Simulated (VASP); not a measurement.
A run of VASP 6.6.1:

The input INCAR:

```
ALGO = Normal
EDIFF = 1E-6
EDIFFG = -0.01
ENCUT = 520
GGA = PE
IBRION = 2
ISIF = 2
ISMEAR = 0
LASPH = True
LCHARG = False
LREAL = False
LWAVE = False
NELM = 80
NSW = 50
PREC = Accurate
SIGMA = 0.05
```

File KPOINTS:

```
k-points
0
Gamma
  6 6 4
```

The input POSCAR:

```
MgI2
1.0
    4.2072027146      0.0000000000      0.0000000000
   -2.1036013573      3.6435444297      0.0000000000
    0.0000000000      0.0000000000      8.0202959420
Mg I
1 2
Direct
    0.0000000000      0.0000000000      0.0000000000
    0.3333333333      0.6666666667      0.7858667836
    0.6666666667      0.3333333333      0.2141332164
```

Potentials or basis: VASP PAW PBE potentials, release 64 (Mg, I).

The run is started by

```bash
$ cat potpaw_PBE.64/Mg/POTCAR potpaw_PBE.64/I/POTCAR > POTCAR
$ mpirun -np 1 vasp_std > vasp.out
```

Hardware: 1 thread of Intel(R) Xeon(R) Platinum 8259CL CPU @ 2.50GHz (Skylake/Cascade Lake) (shared host).

How long does it take, and how much memory?

Wall time 60 s on 1 thread of Intel(R) Xeon(R) Platinum 8259CL CPU @ 2.50GHz (Skylake/Cascade Lake) (shared host), peak memory 0.26 GiB. Counts: scf iterations 28, k points 24, ion steps 4.
